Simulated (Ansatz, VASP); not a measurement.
# One calculation of SiC5, two programs

```
Si C
1.0
     4.40566    0.00000    0.00000
    -2.20283    3.81542    0.00000
     0.00000    0.00000    4.19297
Si C
1 5
Direct
  0.00000 0.00000 0.50000
  0.33333 0.66667 0.50000
  0.00000 0.67079 0.00000
  0.67079 0.00000 0.00000
  0.32921 0.32921 0.00000
  0.66667 0.33333 0.50000
```

Change from the starting cell: species swapped into the MgAu5 type (P-62m, No. 189).

Alike in both runs: task single point; functional PBE; k mesh 6 × 6 × 4; occupations gaussian, width 0.1 eV; no spin polarisation.

```csv
,VASP,Ansatz
version,VASP 6.6.1,Ansatz 0.2.0
potentials or method,"VASP PAW PBE potentials, release 64 (Si, C), cutoff 520 eV","scalar-relativistic, plane waves, PAW"
valence electrons in the cell,24,24
```

|  | VASP | Ansatz | Ansatz less VASP |
| --- | --- | --- | --- |
| gap on the k mesh at the Fermi level (eV) | none | none | - |
| rms of the force components (eV/Å) | 0.090 | 0.090 | +0.0003 |

Atom by atom the forces differ by 0.000 eV/Å (rms over components). A gap of «none» marks a metal or a gap that the smearing closes.

The k mesh is coarse, so the values compare programs but aren't converged.
